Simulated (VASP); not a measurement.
# Ir (P6_3/mmc) in VASP: notebook, part 2 of 2

VASP 6.6.1. Earlier steps stand in the parts before.

## 3. Single point, PBEsol

This run uses another cell than the first one, of 14.92 Å³/atom, 1.010 times its volume.

Input file INCAR:

```
SYSTEM = Ir
PREC     = Accurate       ! precision mode
ENCUT    = 520            ! plane-wave cutoff, eV
EDIFF    = 1E-6           ! SCF threshold, eV
ISMEAR   = -1             ! smearing method
SIGMA    = 0.05           ! smearing width, eV
LREAL    = .False.        ! projectors in reciprocal space
LASPH    = .True.         ! aspherical terms in the spheres
NELM     = 60             ! most SCF steps
ALGO     = Normal         ! electronic algorithm
ISIF     = 2              ! what is computed and relaxed
LWAVE    = .False.        ! write WAVECAR
LCHARG   = .False.        ! write CHGCAR
GGA      = PS             ! functional
NBANDS   = 16             ! bands
```

Input file KPOINTS:

```
regular mesh
0
Gamma
  9 9 5
  0 0 0
```

Input file POSCAR:

```
Ir
1.0
    2.7513778946      0.0000000000      0.0000000000
   -1.3756889473      2.3827631521      0.0000000000
    0.0000000000      0.0000000000      4.5515358000
Ir
2
Direct
    0.3333333333      0.6666666667      0.2500000000
    0.6666666667      0.3333333333      0.7500000000
```

Potentials or basis: VASP PAW PBE potentials, release 64 (Ir).

Started as:

```sh
$ cat potpaw_PBE.64/Ir/POTCAR > POTCAR
$ mpirun -np 1 vasp_std > vasp.out
```

Run time: 6.1 s. Hardware: 1 thread of Intel Xeon 6975P-C (Granite Rapids), shared host; peak memory 0.15 GiB.

It converged, with:

```yaml
Free_energy: -19.3870 eV
Pressure: -17.8 GPa
Band_gap_on_the_k_mesh: zero (band 9 reaches 10.24 eV, above the bottom of band 10 at 7.42 eV)
```

Stress tensor (GPa, compression positive):
```
-15.04   0.00   0.00
  0.00 -15.04   0.00
  0.00   0.00 -23.35
```

Levels at points of the mesh, in eV from the Fermi level:
```csv
k point,band 5,band 6,band 7,band 8,band 9,band 10,band 11,band 12,band 13,band 14
"(0.00, 0.00, 0.00)",-3.44,-2.87,-2.87,-1.96,-1.96,-0.82,0.35,0.35,6.38,14.53
```

Caveat: the PAW data sets were made with another functional, which shifts forces and pressure a little; spin-orbit coupling is left out, which moves the levels of the heavy elements.

## 4. Single point, PBEsol

This run uses another cell than the first one, of 15.21 Å³/atom, 1.030 times its volume.

Input file INCAR:

```
ALGO = Fast ; EDIFF = 1E-7
ENCUT = 520 ; GGA = PS
ISIF = 2 ; ISMEAR = -1
LASPH = True ; LCHARG = False
LREAL = False ; LWAVE = False
NBANDS = 16 ; NELM = 100
PREC = Accurate ; SIGMA = 0.05
```

Input file KPOINTS:

```
k-points
0
Gamma
  9 9 5
```

POSCAR: that of step 3 with these lines changed.

```diff
@@ -4,3 +4,3 @@
    -1.3756889473      2.3827631521      0.0000000000
-    0.0000000000      0.0000000000      4.5515358000
+    0.0000000000      0.0000000000      4.6407816000
 Ir
```

Potentials or basis: VASP PAW PBE potentials, release 64 (Ir).

Started as:

```sh
$ cat potpaw_PBE.64/Ir/POTCAR > POTCAR
$ mpirun -np 1 vasp_std > vasp.out
```

OUTCAR:

```text
EDIFF = 1E-7
   ENCUT = 520
   GGA = PS
   ISIF = 2
   ISMEAR = -1
   LASPH = True
   LREAL = False
   NELM = 100
   PREC = Accurate

 ion  position               nearest neighbor table
   1  0.333  0.667  0.250-   2 2.81   2 2.81   2 2.81   2 2.81   2 2.81   2 2.81
   2  0.667  0.333  0.750-   1 2.81   1 2.81   1 2.81   1 2.81   1 2.81   1 2.81

  LATTYP: Found a hexagonal cell.
 ALAT       =     2.7513778946
 C/A-ratio  =     1.6867118141

  Lattice vectors:

[... 642 lines left out ...]

 [... further k-points ...]

------------------------ aborting loop because EDIFF is reached ----------------------------------------

  FORCE on cell =-STRESS in cart. coord.  units (eV):
  Direction    XX          YY          ZZ          XY          YZ          ZX
  --------------------------------------------------------------------------------------
  -------------------------------------------------------------------------------------
  Total       -3.4355761     -3.4355761     -6.0793541      0.0000000      0.0000000     -0.0000000
  in kB     -180.9205528   -180.9205528   -320.1442985      0.0000000      0.0000000     -0.0000000
  external PRESSURE =    -227.3284680 kB  Pullay stress =       0.0000000 kB

 VOLUME and BASIS-vectors are now :
 -----------------------------------------------------------------------------
  energy-cutoff  :      520.00
  volume of cell :       30.42
      direct lattice vectors                 reciprocal lattice vectors
     2.751377895  0.000000000  0.000000000     0.363454254  0.209840411  0.000000000
    -1.375688947  2.382763152  0.000000000     0.000000000  0.419680823  0.000000000
     0.000000000  0.000000000  4.640781600     0.000000000  0.000000000  0.215480944

 POSITION                                       TOTAL-FORCE (eV/Angst)
 -----------------------------------------------------------------------------------
     -0.00000      1.58851      1.16020         0.000000     -0.000000      0.000000
      1.37569      0.79425      3.48059        -0.000000      0.000000      0.000000
 -----------------------------------------------------------------------------------
    total drift:                                0.000000     -0.000000     -0.000000

  FREE ENERGIE OF THE ION-ELECTRON SYSTEM (eV)
  ---------------------------------------------------
  free  energy   TOTEN  =       -19.2852563443 eV

  energy  without entropy=      -19.2580111978  energy(sigma->0) =      -19.27163377
```

OSZICAR:

```text
N       E                     dE             d eps       ncg     rms          rms(c)
DAV:   1     0.139925999043E+03    0.13993E+03   -0.85205E+03  1152   0.112E+03
[... 11 lines left out ...]
RMM:  13    -0.192854160492E+02   -0.14159E-04   -0.48476E-05  1456   0.477E-02    0.342E-01
RMM:  14    -0.192853466480E+02    0.69401E-04   -0.46204E-05  1312   0.718E-02    0.227E-01
RMM:  15    -0.192852651729E+02    0.81475E-04   -0.19466E-04  1712   0.128E-01    0.474E-02
RMM:  16    -0.192852588422E+02    0.63307E-05   -0.10420E-05  1389   0.310E-02    0.257E-02
RMM:  17    -0.192852564713E+02    0.23709E-05   -0.47888E-06  1291   0.181E-02    0.131E-02
RMM:  18    -0.192852562586E+02    0.21266E-06   -0.26424E-06  1300   0.118E-02    0.485E-03
RMM:  19    -0.192852563443E+02   -0.85663E-07   -0.56488E-07  1238   0.593E-03
   1 F= -.19285256E+02 E0= -.19271634E+02  d E =-.272451E-01
```

It took 9.9 s on 1 thread of Intel Xeon 6975P-C (Granite Rapids), shared host; peak memory 0.14 GiB.

Results:

- Free energy: -19.2853 eV
- Pressure: -22.7 GPa
- Band gap on the k mesh: zero (band 9 reaches 9.88 eV, above the bottom of band 10 at 7.19 eV)

Stress tensor (GPa, compression positive):
```
-18.09   0.00   0.00
  0.00 -18.09   0.00
  0.00   0.00 -32.01
```

Caveat: the PAW data sets were made with another functional, which shifts forces and pressure a little; spin-orbit coupling is left out, which moves the levels of the heavy elements.

## 5. Single point, PBEsol

This run uses another cell than the first one, of 14.63 Å³/atom, 0.990 times its volume.

Input file INCAR:

```
SYSTEM = Ir
PREC = Accurate
ENCUT = 520
EDIFF = 1E-6
ISMEAR = -1
SIGMA = 0.05
LREAL = .FALSE.
LASPH = .TRUE.
NELM = 80
ALGO = Normal
ISIF = 2
LWAVE = .FALSE.
LCHARG = .FALSE.
GGA = PS
NBANDS = 16
```

Input file KPOINTS:

```
Automatic mesh
0
G
  8 8 4
  0 0 0
```

POSCAR: that of step 4 with these lines changed.

```diff
@@ -4,3 +4,3 @@
    -1.3756889473      2.3827631521      0.0000000000
-    0.0000000000      0.0000000000      4.6407816000
+    0.0000000000      0.0000000000      4.4622900000
 Ir
```

Started as:

```sh
$ cat potpaw_PBE.64/Ir/POTCAR > POTCAR
$ mpirun -np 1 vasp_std > vasp.out
```

It took 6.7 s on 1 thread of AMD EPYC 9R45 (Zen 5), shared host; peak memory 0.11 GiB.

The run converged. Its results:

```
Free energy            : -19.4169 eV
Pressure               : -11.3 GPa
Band gap on the k mesh : zero (band 9 reaches 10.72 eV, above the bottom of band 10 at 7.63 eV)
```

Stress tensor (GPa, compression positive):
```
-10.00   0.00   0.00
  0.00 -10.00   0.00
  0.00   0.00 -14.00
```

Levels at points of the mesh, in eV from the Fermi level:
```csv
k point,band 6,band 7,band 8,band 9,band 10,band 11,band 12,band 13
"(0.00, 0.00, 0.00)",-3.05,-3.05,-2.28,-2.28,-0.81,0.26,0.26,6.73
"(0.50, 0.00, 0.00)",-3.36,-2.88,0.67,0.91,1.07,2.81,4.22,8.00
"(0.00, 0.00, 0.50)",-3.80,-3.80,-3.80,-0.46,-0.46,-0.46,-0.46,13.53
"(0.50, 0.00, 0.50)",-2.05,-0.95,-0.95,0.91,0.91,1.93,1.93,7.34
```

Caveat: the PAW data sets were made with another functional, which shifts forces and pressure a little; spin-orbit coupling is left out, which moves the levels of the heavy elements.

## 6. Single point, PBEsol

This run uses another cell than the first one, of 14.63 Å³/atom, 0.990 times its volume.

Input file INCAR:

```
PREC = Accurate ; ENCUT = 520
EDIFF = 1E-7 ; ISMEAR = -1
SIGMA = 0.05 ; LREAL = F
LASPH = T ; NELM = 60
ALGO = Normal ; ISIF = 2
LWAVE = F ; LCHARG = T
GGA = PS ; LELF = T
LVHAR = T ; NBANDS = 16
```

Input file KPOINTS:

```
regular mesh
0
Gamma
  11 11 6
```

POSCAR is that of step 5.

Potentials or basis: VASP PAW PBE potentials, release 64 (Ir).

Started as:

```sh
$ cat potpaw_PBE.64/Ir/POTCAR > POTCAR
$ mpirun -np 1 vasp_std > vasp.out
```

Wall time 15 s (1 thread of AMD EPYC 9R45 (Zen 5), shared host); peak memory 0.12 GiB.

The run converged. Its results:

```yaml
Free_energy: -19.4340 eV
Pressure: -11.6 GPa
Band_gap_on_the_k_mesh: zero (band 9 reaches 10.70 eV, above the bottom of band 10 at 7.61 eV)
```

Stress tensor (GPa, compression positive):
```
-11.46   0.00   0.00
  0.00 -11.46   0.00
  0.00   0.00 -11.94
```

Levels at points of the mesh, in eV from the Fermi level:
```
           k point  band 7  band 8  band 9  band 10  band 11  band 12
(0.00, 0.00, 0.00)   -3.02   -2.26   -2.26    -0.78     0.28     0.28
(0.00, 0.00, 0.50)   -3.77   -3.77   -0.44    -0.44    -0.44    -0.44
```

Caveat: the PAW data sets were made with another functional, which shifts forces and pressure a little; spin-orbit coupling is left out, which moves the levels of the heavy elements.

## 7. Overview

```csv
cell,k mesh,gap on the mesh (eV),pressure (GPa)
"a = 2.751, b = 2.751, c = 4.507 Å, angles 90.0, 90.0, 120.0°, 2 atoms",9 × 9 × 5,none,-15.0
"a = 2.751, b = 2.751, c = 4.552 Å, angles 90.0, 90.0, 120.0°, 2 atoms",9 × 9 × 5,none,-17.8
"a = 2.751, b = 2.751, c = 4.641 Å, angles 90.0, 90.0, 120.0°, 2 atoms",9 × 9 × 5,none,-22.7
"a = 2.751, b = 2.751, c = 4.462 Å, angles 90.0, 90.0, 120.0°, 2 atoms",8 × 8 × 4,none,-11.3
"a = 2.751, b = 2.751, c = 4.462 Å, angles 90.0, 90.0, 120.0°, 2 atoms",11 × 11 × 6,none,-11.6
```

Alike in all rows: task single point; level PBEsol; potentials or basis VASP PAW PBE potentials, release 64 (Ir); no spin polarisation; cutoff (eV) 520; smearing fermi-dirac 0.05 eV.

Caveats: the PAW data sets were made with another functional, which shifts forces and pressure a little; spin-orbit coupling is left out, which moves the levels of the heavy elements.

Total energies depend on the potentials used, so only differences within one code and one set of settings carry meaning.
